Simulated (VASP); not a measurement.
SrTiO3, 5 atoms in the cell. It takes space group Amm2 (No. 38, orthorhombic). Conventional cell: a = 3.901 Å, b = 5.534 Å, c = 5.542 Å, α = 90.00°, β = 90.00°, γ = 90.00°. Sr (site symmetry mm2) has 12 O at 2.69 to 2.85 Å and 8 Ti at 3.38 to 3.40 Å within 3.6 Å. Ti (site symmetry mm2) has 6 O at 1.89 to 2.02 Å within 2.5 Å. Within 2.5 Å of O (site symmetry m) lie 2 Ti at 1.89 to 2.02 Å. O (site symmetry mm2) has 2 Ti at 1.95 Å and 4 Sr at 2.69 to 2.85 Å and 8 O at 2.76 Å within 2.9 Å. 

| Item | Value |
| --- | --- |
| Program | VASP 6.6.1 |
| Task | single point |
| Functional | r2SCAN |
| Potentials or basis | VASP PAW PBE potentials, release 64 (Sr_sv, Ti_sv, O) |
| Cutoff | 520 eV |
| k mesh | 8 × 8 × 8 |
| Occupations | gaussian, width 0.02 eV |
| Spin | no spin polarisation |
| Dipole correction | no |
| Further INCAR settings | ALGO = Normal; EDIFF = 1e-06; NBANDS = 28 |

Potentials or basis: VASP PAW PBE potentials, release 64 (Sr_sv, Ti_sv, O).

Command:

```bash
$ cat potpaw_PBE.64/Sr_sv/POTCAR potpaw_PBE.64/Ti_sv/POTCAR potpaw_PBE.64/O/POTCAR > POTCAR
$ cp INCAR.step1 INCAR
$ mpirun -np 1 vasp_std > vasp.out
$ cp INCAR.step2 INCAR
$ mpirun -np 1 vasp_std > vasp.out
```

Hardware: 1 thread of Intel(R) Xeon(R) 6975P-C (Granite Rapids), on a shared host.

Problem. Estimate the wall time of this run.

Solution. It took 11 min on 1 thread of Intel(R) Xeon(R) 6975P-C (Granite Rapids) (shared host), peak memory 0.3 GiB. Counts: k points 105.
